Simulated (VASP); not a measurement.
Fe: single point with PBE

Fe:

```
Fe
1.0
    -1.41579    1.41579    1.41579
     1.41579   -1.41579    1.41579
     1.41579    1.41579   -1.41579
Fe
1
Direct
  0.00000 0.00000 0.00000
```

```json
{
  "Program": "VASP 6.6.1",
  "Task": "single point",
  "Functional": "PBE",
  "Potentials or basis": "VASP PAW PBE potentials, release 64 (Fe)",
  "Cutoff": "520 eV",
  "k mesh": "20 × 20 × 20",
  "Occupations": "gaussian, width 0.1 eV",
  "Spin": "collinear spin, ferromagnetic start",
  "Starting moments": "[2.66] μB"
}
```

The pressure is -0.1 GPa and the net moment is 2.19 μB per cell. The site moments are Fe +2.19 μB and the valence electrons inside the program's atomic spheres are Fe 7.27.

Levels at points of the mesh, in eV from the Fermi level:
Spin up:
| k point | band 1 | band 2 | band 3 | band 4 | band 5 | band 6 | band 7 | band 8 | band 9 | band 10 |
| --- | --- | --- | --- | --- | --- | --- | --- | --- | --- | --- |
| (0.00, 0.00, 0.00) | -8.43 | -2.31 | -2.31 | -2.31 | -1.09 | -1.09 | 25.03 | 25.03 | 25.03 | 30.12 |
| (0.50, 0.00, 0.00) | -4.93 | -3.39 | -1.03 | -0.90 | 0.39 | 0.52 | 7.36 | 18.38 | 20.24 | 23.50 |
| (0.50, 0.50, 0.50) | -4.85 | -4.85 | 0.12 | 0.12 | 0.12 | 9.94 | 9.94 | 9.94 | 15.66 | 15.66 |
Spin down:
| k point | band 1 | band 2 | band 3 | band 4 | band 5 | band 6 | band 7 |
| --- | --- | --- | --- | --- | --- | --- | --- |
| (0.00, 0.00, 0.00) | -8.27 | -0.39 | -0.39 | -0.39 | 1.66 | 1.66 | 24.78 |
| (0.50, 0.00, 0.00) | -3.64 | -1.67 | 0.63 | 1.52 | 1.92 | 2.61 | 8.73 |
| (0.50, 0.50, 0.50) | -3.03 | -3.03 | 2.30 | 2.30 | 2.30 | 10.22 | 10.22 |

Wall time 3.1 min on 1 thread of AMD EPYC 7R13 (shared host), peak memory 0.14 GiB.
